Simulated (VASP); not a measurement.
# Na2S (Fm-3m) in VASP: notebook

Na2S is run at these levels: r2SCAN; tasks: single point.

Program: VASP 6.6.1. These are calculated values, not measurements. Logs are shortened: lines on timing, memory, paths and dates and some standing lists are left out, and cuts for length are marked.

### 1 The cell of the first run

The structure is cubic, space group Fm-3m (No. 225). Conventional cell: a = 6.512 Å, b = 6.512 Å, c = 6.512 Å, α = 90.00°, β = 90.00°, γ = 90.00°. Within 3.7 Å of Na (site symmetry -43m) lie 4 S at 2.82 Å and 6 Na at 3.26 Å. S (site symmetry m-3m) has 8 Na at 2.82 Å within 3.7 Å.

### 2 Single point, r2SCAN

Contents of POSCAR:

```
Na2S
1.0
    0.0000000000      3.2559887700      3.2559887700
    3.2559887700      0.0000000000      3.2559887700
    3.2559887700      3.2559887700      0.0000000000
Na S
2 1
Direct
    0.2500000000      0.2500000000      0.2500000000
    0.7500000000      0.7500000000      0.7500000000
    0.0000000000      0.0000000000      0.0000000000
```

Contents of INCAR.step1:

```
PREC     = Accurate       # precision mode
ENCUT    = 550            # plane-wave cutoff, eV
ISMEAR   = -1             # smearing method
SIGMA    = 0.02           # smearing width, eV
LREAL    = False          # projectors in reciprocal space
LASPH    = True           # aspherical terms in the spheres
NELM     = 120            # most SCF steps
NBANDS   = 17             # bands
GGA      = PE             # functional
ALGO     = Normal         # electronic algorithm
EDIFF    = 1E-5           # SCF threshold, eV
LWAVE    = True           # write WAVECAR
LCHARG   = False          # write CHGCAR
GGA_COMPAT= False
```

Contents of INCAR.step2:

```
PREC     = Accurate       # precision mode
ENCUT    = 550            # plane-wave cutoff, eV
EDIFF    = 1E-6           # SCF threshold, eV
ISMEAR   = -1             # smearing method
SIGMA    = 0.02           # smearing width, eV
LREAL    = False          # projectors in reciprocal space
LASPH    = True           # aspherical terms in the spheres
NELM     = 120            # most SCF steps
ALGO     = Normal         # electronic algorithm
ISIF     = 2              # what is computed and relaxed
LWAVE    = False          # write WAVECAR
LCHARG   = False          # write CHGCAR
METAGGA  = R2SCAN         # meta-GGA
LMIXTAU  = True         
NBANDS   = 17             # bands
ISTART   = 1            
GGA_COMPAT= False
```

Contents of KPOINTS:

```
regular mesh
0
Gamma
  8 8 8
```

Potentials or basis: VASP PAW PBE potentials, release 64 (Na_pv, S).

Launch:

```console
> cat potpaw_PBE.64/Na_pv/POTCAR potpaw_PBE.64/S/POTCAR > POTCAR
> cp INCAR.step1 INCAR
> mpirun -np 1 vasp_std > vasp.out
> cp INCAR.step2 INCAR
> mpirun -np 1 vasp_std > vasp.out
```

OUTCAR:

```text
PREC = Accurate
   ENCUT = 550
   EDIFF = 1E-6
   ISMEAR = -1
   LREAL = False
   LASPH = True
   NELM = 120
   ISIF = 2
   METAGGA = R2SCAN
   ISTART = 1

 ion  position               nearest neighbor table
   1  0.250  0.250  0.250-
   2  0.750  0.750  0.750-
   3  0.000  0.000  0.000-

  LATTYP: Found a face centered cubic cell.
 ALAT       =     6.5119775400

  Lattice vectors:

 A1 = (   0.0000000000,   3.2559887700,   3.2559887700)
 A2 = (   3.2559887700,   0.0000000000,   3.2559887700)
 A3 = (   3.2559887700,   3.2559887700,   0.0000000000)

Analysis of symmetry for initial positions (statically):
=====================================================================
 Subroutine PRICEL returns:
 Original cell was already a primitive cell.

 Routine SETGRP: Setting up the symmetry group for a
 face centered cubic supercell.

 Subroutine GETGRP returns: Found 48 space group operations
 (whereof 48 operations were pure point group operations)
 out of a pool of 48 trial point group operations.

The static configuration has the point symmetry O_h .

Analysis of symmetry for dynamics (positions and initial velocities):
=====================================================================
 Subroutine PRICEL returns:
 Original cell was already a primitive cell.

 Routine SETGRP: Setting up the symmetry group for a
 face centered cubic supercell.

 Subroutine GETGRP returns: Found 48 space group operations
 (whereof 48 operations were pure point group operations)
 out of a pool of 48 trial point group operations.

The dynamic configuration has the point symmetry O_h .

 Subroutine INISYM returns: Found 48 space group operations
 (whereof 48 operations are pure point group operations),
 and found     1 'primitive' translations

----------------------------------------------------------------------------------------

                                     Primitive cell

  volume of cell :      69.0365

  direct lattice vectors                    reciprocal lattice vectors
     0.000000000  3.255988770  3.255988770    -0.153563183  0.153563183  0.153563183
     3.255988770  0.000000000  3.255988770     0.153563183 -0.153563183  0.153563183
     3.255988770  3.255988770  0.000000000     0.153563183  0.153563183 -0.153563183

  length of vectors
     4.604663477  4.604663477  4.604663477     0.265979235  0.265979235  0.265979235

  position of ions in fractional coordinates (direct lattice)
     0.250000000  0.250000000  0.250000000
     0.750000000  0.750000000  0.750000000
     0.000000000  0.000000000  0.000000000

  ion indices of the primitive-cell ions
   primitive index   ion index
                 1           1
                 2           2
                 3           3

----------------------------------------------------------------------------------------

 KPOINTS: regular mesh

Automatic generation of k-mesh.
 Grid dimensions read from file:
 generate k-points for:    8    8    8

 Generating k-lattice:

  Cartesian coordinates                     Fractional coordinates (reciprocal lattice)
    -0.019195398  0.019195398  0.019195398     0.125000000  0.000000000  0.000000000
     0.019195398 -0.019195398  0.019195398     0.000000000  0.125000000  0.000000000
     0.019195398  0.019195398 -0.019195398     0.000000000  0.000000000  0.125000000

  Length of vectors
     0.033247404  0.033247404  0.033247404

  Shift w.r.t. Gamma in fractional coordinates (k-lattice)
     0.000000000  0.000000000  0.000000000

 Subroutine IBZKPT returns following result:
 ===========================================

 Found     29 irreducible k-points:

 Following reciprocal coordinates:
            Coordinates               Weight
  0.000000  0.000000  0.000000      1.000000
  0.125000  0.000000  0.000000      8.000000
  0.250000  0.000000  0.000000      8.000000
  0.375000  0.000000  0.000000      8.000000
  0.500000  0.000000  0.000000      4.000000
  0.125000  0.125000  0.000000      6.000000
[... 16 lines left out ...]
  0.500000  0.250000  0.125000     48.000000
 -0.375000  0.250000  0.125000     24.000000
 [... further k-points ...]
   k-points           NKPTS =     29   k-points in BZ     NKDIM =     29   number of bands    NBANDS=     17
   number of dos      NEDOS =    301   number of ions     NIONS =      3
   total plane-waves  NPLWV =  46656
   dimension x,y,z NGX =    36 NGY =   36 NGZ =   36
   dimension x,y,z NGXF=    72 NGYF=   72 NGZF=   72
   ions per type =               2   1
   NGX,Y,Z   is equivalent  to a cutoff of  13.00, 13.00, 13.00 a.u.
   NGXF,Y,Z  is equivalent  to a cutoff of  25.99, 25.99, 25.99 a.u.
 SYSTEM =  unknown system
   PREC   = accura    normal or accurate (medium, high low for compatibility)
   ISTART =      1    job   : 0-new  1-cont  2-samecut
   ICHARG =      0    charge: 1-file 2-atom 10-const
   ISPIN  =      1    spin polarized calculation?
   LNONCOLLINEAR =      F non collinear calculations
   LSORBIT =      F    spin-orbit coupling
   LASPH  =      T    aspherical Exc in radial PAW
   ENCUT  =  550.0 eV  40.42 Ry    6.36 a.u.   8.81  8.81  8.81*2*pi/ulx,y,z
   NELM   =    120;   NELMIN=  2; NELMDL=  0     # of ELM steps
   EDIFF  = 0.1E-05   stopping-criterion for ELM
   LREAL  =      F    real-space projection
   EDIFFG = 0.1E-04   stopping-criterion for IOM
   NSW    =      0    number of steps for IOM
   IBRION =     -1    ionic relax: 0-MD 1-quasi-New 2-CG
   NFREE  =      0    steps in history (QN), initial steepest desc. (CG)
   ISIF   =      2    stress and relaxation
   ISYM   =      2    0-nonsym 1-usesym 2-fastsym
   POTIM  = 0.5000    time-step for ionic-motion
   TEBEG  =    0.0;   TEEND  =   0.0 temperature during run
   PSTRESS=    0.0 pullay stress
   NELECT =      20.0000    total number of electrons
   NUPDOWN=      -1.0000    fix difference up-down
   EMIN   =  10.00;   EMAX   =-10.00  energy-range for DOS
   EFERMI =   0.00;   METHOD = LEGACY
   ISMEAR =    -1;   SIGMA  =   0.02  broadening in eV -4-tet -1-fermi 0-gaus
   EFERMI_NEDOS =   21; number of points for ismear=-14 and -15
   IALGO  =     38    algorithm
   IMIX   =      4    mixing-type and parameters
     AMIX     =   0.40;   BMIX     =  1.00
     AMIX_MAG =   1.60;   BMIX_MAG =  1.00
  volume/ion in A,a.u.               =      23.01       155.29
  Fermi-wavevector in a.u.,A,eV,Ry     =   1.083241  2.047030 15.965240  1.173412
  Thomas-Fermi vector in A             =   2.219303
   LORBIT       =      0    0 simple, 1 ext, 2 COOP (PROOUT), +10 PAW based schemes
   METAGGA = R2SCAN    functional components
   LHFCALC =     F    Hartree Fock is set to
   AEXX    =    0.0000 exact exchange contribution
   IVDW    =     0    specifies the selected vdW correction
   LEPSILON=     F    determine dielectric tensor
   LRPA    =     F    only Hartree local field effects (RPA)
 non-spin polarized calculation
  energy-cutoff  :      550.00
  volume of cell :       69.04
 maximum number of plane-waves:      2085
   NGX = 17   NGY = 17   NGZ = 17

 number of electron      19.9999984 magnetization

 Free energy of the ion-electron system (eV)
  ---------------------------------------------------
  ext. energy  EPLUGINS =         0.00000000
  ---------------------------------------------------
  free energy    TOTEN  =       -18.96728135 eV

  energy without entropy =      -18.96728135  energy(sigma->0) =      -18.96728135

 E-fermi :   0.4253     XC(G=0):  -8.3182

 val. band max:       -0.0759935509   @ k =   0.0000   0.0000   0.0000
 cond. band min:       3.0349852091   @ k =   0.0000   0.0000   0.0000
 fundamental gap:      3.1109787600
 Fermi energy:         0.4253452308

 k-point     1 :       0.0000    0.0000    0.0000
  band No.  band energies     occupation
      1     -23.1005      2.00000
      2     -23.1005      2.00000
      3     -23.1005      2.00000
      4     -23.0485      2.00000
      5     -23.0485      2.00000
      6     -23.0485      2.00000
[... 9 lines left out ...]
     16       9.7828      0.00000
     17      11.8592      0.00000

 k-point     2 :       0.1250    0.0000    0.0000
  band No.  band energies     occupation
      1     -23.0993      2.00000
      2     -23.0987      2.00000
      3     -23.0987      2.00000
      4     -23.0517      2.00000
      5     -23.0507      2.00000
      6     -23.0507      2.00000
[... 9 lines left out ...]
     16       9.4273      0.00000
     17      11.4011      0.00000

 k-point     3 :       0.2500    0.0000    0.0000
  band No.  band energies     occupation
      1     -23.0958      2.00000
      2     -23.0934      2.00000
      3     -23.0934      2.00000
      4     -23.0599      2.00000
      5     -23.0566      2.00000
      6     -23.0566      2.00000
[... 9 lines left out ...]
     16       9.7173      0.00000
     17      10.9830      0.00000

 k-point     4 :       0.3750    0.0000    0.0000
  band No.  band energies     occupation
      1     -23.0900      2.00000
      2     -23.0853      2.00000
      3     -23.0853      2.00000
      4     -23.0703      2.00000
      5     -23.0653      2.00000
      6     -23.0653      2.00000
[... 9 lines left out ...]
     16      10.8014      0.00000
     17      11.3574      0.00000

 k-point     5 :       0.5000    0.0000    0.0000
  band No.  band energies     occupation
      1     -23.0843      2.00000
      2     -23.0780      2.00000
      3     -23.0765      2.00000
      4     -23.0765      2.00000
      5     -23.0745      2.00000
      6     -23.0745      2.00000
[... 9 lines left out ...]
     16      12.0017      0.00000
     17      12.2075      0.00000

 k-point     6 :       0.1250    0.1250    0.0000
  band No.  band energies     occupation
      1     -23.1022      2.00000
      2     -23.1022      2.00000
      3     -23.0909      2.00000
      4     -23.0602      2.00000
      5     -23.0475      2.00000
      6     -23.0475      2.00000
[... 9 lines left out ...]
     16       9.9992      0.00000
     17      12.2078      0.00000
[... 281 lines left out ...]
 k-point    21 :       0.5000    0.5000    0.0000
  band No.  band energies     occupation
      1     -23.1277      2.00000
      2     -23.1120      2.00000
      3     -23.1120      2.00000
      4     -23.0413      2.00000
      5     -23.0413      2.00000
      6     -23.0347      2.00000
[... 9 lines left out ...]
     16      12.5083      0.00000
     17      12.5513      0.00000

 k-point    22 :       0.3750    0.2500    0.1250
  band No.  band energies     occupation
      1     -23.1084      2.00000
      2     -23.0964      2.00000
      3     -23.0866      2.00000
      4     -23.0690      2.00000
      5     -23.0558      2.00000
      6     -23.0439      2.00000
[... 9 lines left out ...]
     16      11.2031      0.00000
     17      12.2864      0.00000

 k-point    23 :       0.5000    0.2500    0.1250
  band No.  band energies     occupation
      1     -23.1107      2.00000
      2     -23.0986      2.00000
      3     -23.0876      2.00000
      4     -23.0658      2.00000
      5     -23.0579      2.00000
      6     -23.0441      2.00000
[... 9 lines left out ...]
     16      11.8447      0.00000
     17      12.5539      0.00000

 k-point    24 :      -0.3750    0.2500    0.1250
  band No.  band energies     occupation
      1     -23.1099      2.00000
      2     -23.1046      2.00000
      3     -23.0771      2.00000
      4     -23.0769      2.00000
      5     -23.0497      2.00000
      6     -23.0485      2.00000
[... 9 lines left out ...]
     16      11.3429      0.00000
     17      12.6166      0.00000

 [... further k-points ...]

------------------------ aborting loop because EDIFF is reached ----------------------------------------

  FORCE on cell =-STRESS in cart. coord.  units (eV):
  Direction    XX          YY          ZZ          XY          YZ          ZX
  --------------------------------------------------------------------------------------
  -------------------------------------------------------------------------------------
  Total       -0.0337993     -0.0337993     -0.0337993      0.0000000      0.0000000     -0.0000000
  in kB       -0.7844032     -0.7844032     -0.7844032      0.0000000      0.0000000     -0.0000000
  external PRESSURE =      -0.7844032 kB  Pullay stress =       0.0000000 kB

 VOLUME and BASIS-vectors are now :
 -----------------------------------------------------------------------------
  energy-cutoff  :      550.00
  volume of cell :       69.04
      direct lattice vectors                 reciprocal lattice vectors
     0.000000000  3.255988770  3.255988770    -0.153563183  0.153563183  0.153563183
     3.255988770  0.000000000  3.255988770     0.153563183 -0.153563183  0.153563183
     3.255988770  3.255988770  0.000000000     0.153563183  0.153563183 -0.153563183

 POSITION                                       TOTAL-FORCE (eV/Angst)
 -----------------------------------------------------------------------------------
      1.62799      1.62799      1.62799        -0.000000     -0.000000     -0.000000
      4.88398      4.88398      4.88398         0.000000      0.000000      0.000000
      0.00000      0.00000      0.00000         0.000000      0.000000      0.000000
 -----------------------------------------------------------------------------------
    total drift:                                0.000000      0.000000      0.000000

  FREE ENERGIE OF THE ION-ELECTRON SYSTEM (eV)
  ---------------------------------------------------
  free  energy   TOTEN  =       -18.9672813481 eV

  energy  without entropy=      -18.9672813481  energy(sigma->0) =      -18.96728135
```

Run time: 2.5 min. Hardware: 1 thread of Intel Xeon Platinum 8259CL at 2.50GHz (Skylake/Cascade Lake), shared host; peak memory 0.21 GiB.

What came out:

| Property | Result |
| --- | --- |
| Free energy | -18.9673 eV |
| Pressure | -0.1 GPa |
| Band gap on the k mesh | 3.11 eV |

Caveat: the PAW data sets were made with another functional, which shifts forces and pressure a little.

### 3 Single point, r2SCAN

This run uses another cell than the first one, of 23.47 Å³/atom.

Contents of POSCAR:

```
Na2S
1.0
    0.0000000000      3.2775522400      3.2775522400
    3.2775522400      0.0000000000      3.2775522400
    3.2775522400      3.2775522400      0.0000000000
Na S
2 1
Direct
    0.2500000000      0.2500000000      0.2500000000
    0.7500000000      0.7500000000      0.7500000000
    0.0000000000      0.0000000000      0.0000000000
```

Contents of INCAR.step1:

```
PREC = Accurate ; ENCUT = 550
ISMEAR = -1 ; SIGMA = 0.02
LREAL = F ; LASPH = T
NELM = 120 ; NBANDS = 17
GGA = PE ; ALGO = Normal
EDIFF = 1E-5 ; LWAVE = T
LCHARG = F ; GGA_COMPAT = F
```

Contents of INCAR.step2:

```
PREC = Accurate ; ENCUT = 550
EDIFF = 1E-6 ; ISMEAR = -1
SIGMA = 0.02 ; LREAL = F
LASPH = T ; NELM = 120
ALGO = Normal ; ISIF = 2
LWAVE = F ; LCHARG = F
METAGGA = R2SCAN ; LMIXTAU = T
NBANDS = 17 ; ISTART = 1
GGA_COMPAT = F
```

KPOINTS is that of step 2.

Potentials or basis: VASP PAW PBE potentials, release 64 (Na_pv, S).

Launch:

```console
> cat potpaw_PBE.64/Na_pv/POTCAR potpaw_PBE.64/S/POTCAR > POTCAR
> cp INCAR.step1 INCAR
> mpirun -np 1 vasp_std > vasp.out
> cp INCAR.step2 INCAR
> mpirun -np 1 vasp_std > vasp.out
```

It took 2.3 min on 1 thread of Intel Xeon Platinum 8259CL at 2.50GHz (Skylake/Cascade Lake), shared host; peak memory 0.21 GiB.

The run converged. Its results:

| Property | Result |
| --- | --- |
| Free energy | -18.9633 eV |
| Pressure | -0.7 GPa |
| Band gap on the k mesh | 3.04 eV |

Levels at points of the mesh, in eV from the valence-band top:
```tsv
k point	band 7	band 8	band 9	band 10	band 11	band 12	band 13	band 14
(0.00, 0.00, 0.00)	-10.55	0.00	0.00	0.00	3.04	8.40	8.40	8.40
(0.50, 0.00, 0.00)	-10.31	-1.59	-0.12	-0.12	5.48	6.90	7.65	7.65
(0.50, 0.50, 0.00)	-10.23	-1.41	-0.45	-0.45	4.19	6.71	9.26	10.48
```

Caveat: the PAW data sets were made with another functional, which shifts forces and pressure a little. r2SCAN opens gaps a little over a GGA but as a rule still falls short of measured ones.
